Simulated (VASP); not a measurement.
Wanted: the native input for a VASP 6.6.1 run.

```
Task                   : single point
Functional             : r2SCAN
Potentials or basis    : VASP PAW PBE potentials, release 64 (Zn, S)
Cutoff                 : 520 eV
k mesh                 : 8 × 8 × 8
Occupations            : gaussian, width 0.05 eV
Spin                   : no spin polarisation
Dipole correction      : no
Further INCAR settings : ALGO = Normal; EDIFF = 1e-06; NBANDS = 16
```

ZnS:

```xyz
2
Lattice="0.0000 2.4883 2.9210 2.4883 0.0000 2.9210 2.4883 2.4883 0.0000" Properties=species:S:1:pos:R:3 pbc="T T T"
Zn    0.0000    0.0000    0.0000
S     3.7324    3.7324    4.3815
```

This cell differs from its parent crystal: strain -0.080 along x and y, +0.080 along z.

These files were run (other wordings do the same):

POSCAR

```
ZnS
1.0
    0.0000000000      2.4882780000      2.9210220000
    2.4882780000      0.0000000000      2.9210220000
    2.4882780000      2.4882780000      0.0000000000
Zn S
1 1
Direct
    0.0000000000      0.0000000000      0.0000000000
    0.7500000000      0.7500000000      0.7500000000
```

INCAR.step1

```
PREC = Accurate
ENCUT = 520
ISMEAR = 0
SIGMA = 0.05
LREAL = False
LASPH = True
NELM = 80
NBANDS = 16
GGA = PE
ALGO = Normal
EDIFF = 1E-4
LWAVE = True
LCHARG = False
```

INCAR.step2

```
PREC = Accurate
ENCUT = 520
EDIFF = 1E-6
ISMEAR = 0
SIGMA = 0.05
LREAL = False
LASPH = True
NELM = 80
ALGO = Normal
ISIF = 2
LWAVE = False
LCHARG = False
METAGGA = R2SCAN
LMIXTAU = True
NBANDS = 16
ISTART = 1
```

KPOINTS

```
regular mesh
0
Gamma
  8 8 8
```

Potentials or basis: VASP PAW PBE potentials, release 64 (Zn, S).

The run is started by

```console
$ cat potpaw_PBE.64/Zn/POTCAR potpaw_PBE.64/S/POTCAR > POTCAR
$ cp INCAR.step1 INCAR
$ mpirun -np 1 vasp_std > vasp.out
$ cp INCAR.step2 INCAR
$ mpirun -np 1 vasp_std > vasp.out
```

It gave:

The pressure is 6.6 GPa. The band gap on the k mesh is 2.70 eV, direct.

Caveat: the cell differs from its parent crystal (strain -0.080 along x and y, +0.080 along z); the PAW data sets were made with another functional, which shifts forces and pressure a little.

It took 83 s on 1 thread of Intel(R) Xeon(R) Platinum 8559C (Emerald Rapids), on a shared host, peak memory 0.18 GiB.
